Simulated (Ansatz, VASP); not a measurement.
Au in VASP and in Ansatz

```xyz
4
Lattice="2.9318 0.0000 0.0000 -1.4659 2.5390 0.0000 0.0000 0.0000 9.6622" Properties=species:S:1:pos:R:3 pbc="T T T"
Au    0.0000    0.0000    0.0000
Au    0.0000    1.6927    2.4156
Au    0.0000    0.0000    4.8311
Au    1.4659    0.8463    7.2467
```

Alike in both runs: functional PBE; k mesh 18 × 18 × 6; occupations gaussian, width 0.1 eV; no spin polarisation.

Ansatz relaxed the structure, and its values are those at the end. VASP's run is a single point on that final structure, the one shown.

|  | VASP | Ansatz |
| --- | --- | --- |
| version | VASP 6.6.1 | Ansatz 0.2.0 |
| potentials or method | VASP PAW PBE potentials, release 64 (Au), cutoff 520 eV | scalar-relativistic, plane waves, PAW |
| valence electrons in the cell | 44 | 76 |

```tsv
	VASP	Ansatz	Ansatz less VASP
gap on the k mesh at the Fermi level (eV)	none	none	-
pressure (GPa)	-0.3	0.0	+0.26
```

A gap of «none» marks a metal or a gap that the smearing closes. VASP's potentials hold 44 valence electrons a cell and Ansatz's 76, so a difference there can come from the potentials and not from the codes.

Neither program's run includes spin-orbit coupling.
